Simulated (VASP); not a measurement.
# HfO2 in VASP: a series of runs, part 2 of 2

VASP 6.6.1. Earlier steps stand in the parts before.

## 3. Single point, PBE

The input, INCAR:

```
  ALGO = Normal
  EDIFF = 1E-6
  ENCUT = 520
  GGA = PE
  ISIF = 2
  ISMEAR = -1
  ISYM = 0
  LASPH = T
  LCHARG = F
  LREAL = Auto
  LWAVE = F
  NBANDS = 68
  NELM = 60
  PREC = Accurate
  SIGMA = 0.1034
```

The input, KPOINTS:

```
k-points
0
Gamma
  1 1 1
```

The input, POSCAR:

```
HfO2
1.0
    5.8586830000      0.1288100000     -0.1763910000
    0.1288100000      5.4147420000     -0.0179830000
   -0.1763910000     -0.0179830000      5.7582330000
Hf O
5 10
Direct
    0.7466778067      0.5148708084      0.2127097265
    0.8527439713      0.1745711091      0.6861184106
    0.3147752334      0.3474233625      0.7260229366
    0.2497056584      0.9706764733      0.1868016639
    0.5225168615      0.8146806899      0.6856000225
   -0.0196980126      0.4190507934      0.4907762917
    1.0978701490      0.2449934498      0.9950495457
    0.2035059461      0.0235254436      0.5597402320
    0.6481227468      0.4867961366      0.8781169630
    0.9496297999      0.8064307686      0.1466589133
    0.5718490291      0.0586716891      0.9362137856
    0.5161065535      0.7648861099      0.3052121194
    0.5318677059      0.2963970660      0.4611867538
    0.8131233558      0.8622050325      0.5776689958
    0.2452848320      0.6835483883      0.8511542147
```

Potentials or basis: VASP PAW PBE potentials, release 64 (Hf_pv, O).

Command:

```console
> cat potpaw_PBE.64/Hf_pv/POTCAR potpaw_PBE.64/O/POTCAR > POTCAR
> mpirun -np 1 vasp_gam > vasp.out
```

OUTCAR:

```text
EDIFF = 1E-6
   ENCUT = 520
   GGA = PE
   ISIF = 2
   ISMEAR = -1
   ISYM = 0
   LASPH = T
   LREAL = Auto
   NELM = 60
   PREC = Accurate

 ion  position               nearest neighbor table
   1  0.747  0.515  0.213-  12 1.96   9 1.99  10 2.07   6 2.10  13 2.33   7 2.82  14 2.83   2 3.31
                             5 3.46   5 3.60   2 3.61   4 3.73   3 3.80
   2  0.853  0.175  0.686-  14 1.82   6 1.95   7 2.26  13 2.29   8 2.33   9 2.34  11 2.36   5 2.81
                             3 2.90   3 3.27   1 3.31   1 3.61   4 3.74
   3  0.315  0.347  0.726-  15 1.99  13 2.05   8 2.10   7 2.15   9 2.25   6 2.33  11 2.40   5 2.88
                             2 2.90   5 3.09   2 3.27   4 3.41   4 3.71   1 3.80
   4  0.250  0.971  0.187-  12 1.97   7 2.00  10 2.01   8 2.20  15 2.47  11 2.51  13 2.87   5 3.30
                             3 3.41   5 3.47   3 3.71   1 3.73   2 3.74
   5  0.523  0.815  0.686-  14 1.88  11 1.97  15 2.09   9 2.18  12 2.20   8 2.23   2 2.81   3 2.88
                             3 3.09   4 3.30   1 3.46   4 3.47   1 3.60
   6  0.980  0.419  0.491-   2 1.95   1 2.10   3 2.33
[... 237 lines left out ...]
  FORCE on cell =-STRESS in cart. coord.  units (eV):
  Direction    XX          YY          ZZ          XY          YZ          ZX
  --------------------------------------------------------------------------------------
  -------------------------------------------------------------------------------------
  Total       10.3645510     23.3898886     -3.3819817      7.7994054     -6.5535124     -1.5718029
  in kB       91.0384344    205.4482477    -29.7060934     68.5071312    -57.5636615    -13.8061434
  external PRESSURE =      88.9268629 kB  Pullay stress =       0.0000000 kB

 VOLUME and BASIS-vectors are now :
 -----------------------------------------------------------------------------
  energy-cutoff  :      520.00
  volume of cell :      182.40
      direct lattice vectors                 reciprocal lattice vectors
     5.858683000  0.128810000 -0.176391000     0.170933113 -0.004048939  0.005223521
     0.128810000  5.414742000 -0.017983000    -0.004048939  0.184778830  0.000453035
    -0.176391000 -0.017983000  5.758233000     0.005223521  0.000453035  0.173825812

 POSITION                                       TOTAL-FORCE (eV/Angst)
 -----------------------------------------------------------------------------------
      4.40335      2.88025      1.08387         2.201798      1.666940      1.487991
      4.89742      1.04276      3.79727         0.307690      2.815613      2.007921
      1.76086      1.90870      4.11884        -0.259493      0.352178      0.929174
      1.55503      5.28477      1.01415        -2.954191     -1.628465      0.405285
      3.04527      4.46626      3.84103        -3.452594     -1.308867      0.437755
      5.71069      2.38650      2.64555         0.651087     -0.110104     -0.666138
      0.42943      1.32129      5.70806         0.178185      0.222953     -1.602214
      1.09657      0.14353      3.18679         1.169236     -0.084731     -0.768851
      3.70496      2.70357      4.93332         0.315656      0.406869     -2.023729
      5.64159      4.48630      0.66249         0.353137     -0.739948      0.911950
      3.19270      0.37452      5.28901        -1.740170      0.502821     -1.457711
      3.06839      4.20265      1.65269        -1.072528     -0.422862     -0.371490
      3.07287      1.66513      2.55647         1.332711      0.247383      0.277731
      4.77300      4.76297      3.16742         1.803487     -1.336108      0.175429
      1.37496      3.71753      4.84559         1.165989     -0.583672      0.256898
 -----------------------------------------------------------------------------------
    total drift:                               -0.011252     -0.007149      0.000092

  FREE ENERGIE OF THE ION-ELECTRON SYSTEM (eV)
  ---------------------------------------------------
  free  energy   TOTEN  =      -142.4855058306 eV

  energy  without entropy=     -142.4854793019  energy(sigma->0) =     -142.48549257
```

stdout:

```text
POSCAR found type information on POSCAR HfO
 POSCAR found :  2 types and      15 ions
 scaLAPACK will be used
 LDA part: xc-table for (Slater+PW92), standard interpolation
 POSCAR, INCAR and KPOINTS ok, starting setup
 FFT: planning ... GRIDC
 FFT: planning ... GRID_SOFT
 FFT: planning ... GRID
 WAVECAR not read
 entering main loop
```

It took 70 s on 1 thread of AMD EPYC 7R13, shared host; peak memory 0.24 GiB.

Results:

- Free energy: -142.4855 eV
- Pressure: 8.9 GPa
- Largest force: 3.718 eV/Å
- Band gap on the k mesh: 2.55 eV

Forces in eV/Å, atoms in the order of the input:
```
Hf   2.202  1.667  1.488
Hf   0.308  2.816  2.008
Hf  -0.259  0.352  0.929
Hf  -2.954 -1.628  0.405
Hf  -3.453 -1.309  0.438
O    0.651 -0.110 -0.666
O    0.178  0.223 -1.602
O    1.169 -0.085 -0.769
O    0.316  0.407 -2.024
O    0.353 -0.740  0.912
O   -1.740  0.503 -1.458
O   -1.073 -0.423 -0.371
O    1.333  0.247  0.278
O    1.803 -1.336  0.175
O    1.166 -0.584  0.257
```

Stress tensor (GPa, compression positive):
```
 9.10  6.85 -1.38
 6.85 20.54 -5.76
-1.38 -5.76 -2.97
```

Caveat: the k points lie up to 1.16 Å⁻¹ apart; spin-orbit coupling is left out, which moves the levels of the heavy elements.

## 4. Single point, PBE

The input, INCAR:

```
SYSTEM = HfO2
PREC = Accurate
ENCUT = 520
EDIFF = 1E-6
ISMEAR = -1
SIGMA = 0.1034
LREAL = Auto
LASPH = .True.
NELM = 100
ALGO = Normal
ISIF = 2
LWAVE = .False.
LCHARG = .False.
GGA = PE
ISYM = 0
NBANDS = 68
```

The input, KPOINTS:

```
regular mesh
0
Gamma
  1 1 1
  0 0 0
```

The input, POSCAR:

```
HfO2
1.0
    5.8586830000      0.1288100000     -0.1763910000
    0.1288100000      5.4147420000     -0.0179830000
   -0.1763910000     -0.0179830000      5.7582330000
Hf O
5 10
Direct
    0.7739882980      0.5876345060      0.2531097650
    0.8418407244      0.2014915396      0.7249183125
    0.2750623359      0.3058614813      0.6949223534
    0.2333347292      0.9392923868      0.1382296342
    0.5606072873      0.7580819580      0.6910438789
   -0.0097620031      0.4295071081      0.4957867972
    1.0919195830      0.2753633671      0.9663432596
    0.2379028030      0.0222126523      0.5045343534
    0.7266861145      0.5315757284      0.9353756989
    0.9277545594      0.8788970585      0.1393472199
    0.5440523363      0.0823227320      0.8575730342
    0.4796121026      0.7623729675      0.3126153477
    0.5911283414      0.3790035636      0.5343243909
    0.8572311320      0.8570707574      0.6132441254
    0.2854073339      0.6649262717      0.8773024041
```

Command:

```console
> cat potpaw_PBE.64/Hf_pv/POTCAR potpaw_PBE.64/O/POTCAR > POTCAR
> mpirun -np 1 vasp_gam > vasp.out
```

Wall time 67 s (1 thread of AMD EPYC 7R13, shared host); peak memory 0.24 GiB.

It converged, with:

```yaml
Free_energy: -143.5061 eV
Pressure: 21.9 GPa
Largest_force: 5.368 eV/Å
Band_gap_on_the_k_mesh: 3.47 eV
```

Forces on the atoms (eV/Å):
```
Hf   0.664  0.603  1.696
Hf  -2.738 -0.901  0.168
Hf   3.994  3.001 -1.966
Hf   0.466  0.800 -0.803
Hf  -2.961 -0.622 -1.083
O    1.645 -0.770  0.374
O    0.965 -1.917  1.476
O   -0.065 -0.808 -0.430
O   -0.738 -1.183 -2.113
O   -1.558 -0.357  0.525
O   -0.817  0.236  1.858
O    2.577 -0.996  0.502
O   -1.732  0.828 -0.740
O   -0.437  1.071  0.011
O    0.735  1.015  0.525
```

Stress tensor (GPa, compression positive):
```
33.38  6.66  1.50
 6.66 21.06 -2.47
 1.50 -2.47 11.39
```

Levels at points of the mesh, in eV from the valence-band top:
```csv
k point,band 53,band 54,band 55,band 56,band 57,band 58
"(0.00, 0.00, 0.00)",-0.48,-0.19,0.00,3.47,3.97,4.55
```

Caveat: the k points lie up to 1.16 Å⁻¹ apart; spin-orbit coupling is left out, which moves the levels of the heavy elements.
